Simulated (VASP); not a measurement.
## Ni: relaxation of cell and atoms with PBE

Crystal: Ni.

```
Ni
1.0
     0.00000    1.76000    1.76000
     1.76000    0.00000    1.76000
     1.76000    1.76000    0.00000
Ni
1
Direct
  0.00000 0.00000 0.00000
```

```
Program                : VASP 6.6.1
Task                   : relaxation of cell and atoms
Functional             : PBE
Potentials or basis    : VASP PAW PBE potentials, release 64 (Ni)
Cutoff                 : 600 eV
k mesh                 : 18 × 18 × 18
Occupations            : methfessel-paxton, width 0.1 eV
Spin                   : collinear spin, ferromagnetic start
Starting moments       : [0.65] μB
Dipole correction      : no
Further INCAR settings : ALGO = Normal; EDIFF = 1e-06; IBRION = 2; EDIFFG = -0.005; NSW = 80; ISIF = 3
```

```yaml
Relaxed_volume: 10.87 Å³/atom
Relaxed_cell: a = 2.486 Å, b = 2.486 Å, c = 2.486 Å, α = 60.00°, β = 60.00°, γ = 60.00°
Space_group_after_relaxing_to_0.05_Å: Fm-3m (No. 225)
Energy_gained_by_relaxing: 0.1 meV/atom
Ionic_steps: 3
Pressure_after_relaxing: 0.0 GPa
Net_moment: 0.62 μB per cell
Site_moments: Ni +0.63 μB
Valence_electrons_inside_the_program's_atomic_spheres: Ni 9.31
```

Final structure:
```
CELL_PARAMETERS angstrom
0.00000 1.75817 1.75817
1.75817 0.00000 1.75817
1.75817 1.75817 0.00000
ATOMIC_POSITIONS crystal
Ni 0.00000 0.00000 0.00000
```

Levels at points of the mesh, in eV from the Fermi level:
Spin up:
```csv
k point,band 2,band 3,band 4,band 5,band 6,band 7,band 8,band 9
"(0.00, 0.00, 0.00)",-2.44,-2.44,-2.44,-1.25,-1.25,23.73,27.60,27.60
"(0.50, 0.00, 0.00)",-2.41,-2.41,-0.60,-0.60,-0.30,5.67,22.22,24.69
"(0.50, 0.50, 0.00)",-4.20,-0.54,-0.48,-0.48,2.45,9.23,14.83,14.83
```
Spin down:
```tsv
k point	band 1	band 2	band 3	band 4	band 5	band 6	band 7	band 8	band 9
(0.00, 0.00, 0.00)	-9.05	-1.69	-1.69	-1.69	-0.69	-0.69	23.57	27.58	27.58
(0.50, 0.00, 0.00)	-4.41	-1.81	-1.81	-0.36	0.14	0.14	6.09	22.08	24.77
(0.50, 0.50, 0.00)	-4.32	-3.59	0.05	0.38	0.38	2.40	9.46	14.84	14.84
```

Wall time 50 s on 1 thread of AMD EPYC 9R45 96-Core Processor (Zen 5), with other jobs on the host, peak memory 0.13 GiB.
